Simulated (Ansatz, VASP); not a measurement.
## CaS in VASP and in Ansatz

Contents of POSCAR:

```
CaS
1.0
    0.0000000000      2.8191081141      2.8191081141
    2.8191081141      0.0000000000      2.8191081141
    2.8191081141      2.8191081141      0.0000000000
Ca S
1 1
Direct
    0.0000000000      0.0000000000      0.0000000000
    0.5000000000      0.5000000000      0.5000000000
```

The input INCAR.step1:

```
PREC = Accurate ; ENCUT = 550
ISMEAR = 0 ; SIGMA = 0.01
LREAL = F ; LASPH = T
NELM = 120 ; NBANDS = 15
GGA = PE ; ALGO = Normal
EDIFF = 1E-5 ; LWAVE = T
LCHARG = F ; GGA_COMPAT = F
```

Contents of INCAR.step2:

```
PREC = Accurate ; ENCUT = 550
EDIFF = 1E-6 ; ISMEAR = 0
SIGMA = 0.01 ; LREAL = F
LASPH = T ; NELM = 120
ALGO = Normal ; ISIF = 2
LWAVE = F ; LCHARG = F
METAGGA = R2SCAN ; LMIXTAU = T
NBANDS = 15 ; ISTART = 1
GGA_COMPAT = F
```

File KPOINTS:

```
regular mesh
0
Gamma
  5 5 5
```

Input for Ansatz:

```yaml
crystal:
  lattice:
    - [0.0, 2.8191081141307213, 2.8191081141307213]
    - [2.8191081141307213, 0.0, 2.8191081141307213]
    - [2.8191081141307213, 2.8191081141307213, 0.0]
  atoms:
    - { symbol: Ca, position: [0.0, 0.0, 0.0] }
    - { symbol: S, position: [0.5, 0.5, 0.5] }
basis:
  ecutwfc: 600.0
kpoints:
  mp_grid:
    grid: [5, 5, 5]
hamiltonian:
  xc: r2scan
scf:
  occupations:
    method: fixed
output:
  stress: true
```

Alike in both runs: task single point; functional r2SCAN; k mesh 5 × 5 × 5; no spin polarisation.

|  | VASP | Ansatz |
| --- | --- | --- |
| version | VASP 6.6.1 | Ansatz 0.2.0 |
| potentials or method | VASP PAW PBE potentials, release 64 (Ca_sv, S), cutoff 550 eV | plane waves, PAW |
| occupations | gaussian, width 0.01 eV | fixed |
| valence electrons in the cell | 16 | 16 |

|  | VASP | Ansatz | Ansatz less VASP |
| --- | --- | --- | --- |
| pressure (GPa) | 2.4 | 2.0 | -0.34 |

VASP's potentials were made for PBE, not for r2SCAN.
